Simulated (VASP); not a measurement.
ErSc2Sb3, 6 atoms in the cell. It takes space group P-3m1 (No. 164, trigonal). Conventional cell: a = 4.248 Å, b = 4.248 Å, c = 10.223 Å, α = 90.00°, β = 90.00°, γ = 120.00°. Er (site symmetry -3m) has 6 Sb at 3.05 Å within 4.0 Å. Sc (site symmetry 3m) has 6 Sb at 2.95 to 2.96 Å within 3.9 Å. Within 3.9 Å of Sb (site symmetry 3m) lie 3 Sc at 2.95 Å and 3 Er at 3.05 Å. Within 3.9 Å of Sb (site symmetry -3m) lie 6 Sc at 2.96 Å. The cell was built from a structure type or drawn by symmetry, and may not be a known phase.

```yaml
Program: VASP 6.6.1
Task: single point
Functional: PBE
Potentials_or_basis: VASP PAW PBE potentials, release 64 (Er_3, Sc_sv, Sb), 4f in core
Cutoff: 500 eV
k_mesh: 4 × 4 × 2
Occupations: gaussian, width 0.2 eV
Spin: no spin polarisation
Dipole_correction: no
Mended: yes
Further_INCAR_settings: ALGO = Normal; EDIFF = 1e-06; NBANDS = 32
```

Potentials or basis: VASP PAW PBE potentials, release 64 (Er_3, Sc_sv, Sb), 4f in core.

Run with:

```sh
$ cat potpaw_PBE.64/Er_3/POTCAR potpaw_PBE.64/Sc_sv/POTCAR potpaw_PBE.64/Sb/POTCAR > POTCAR
$ mpirun -np 1 vasp_std > vasp.out
```

Hardware: 1 thread of AMD EPYC 7R13 Processor (Zen 3) (shared host).

Task: How long does it take, and how much memory?

Result: It took 44 s on 1 thread of AMD EPYC 7R13 Processor (Zen 3), with other jobs on the host, peak memory 0.26 GiB. Counts: scf iterations 14, k points 8.
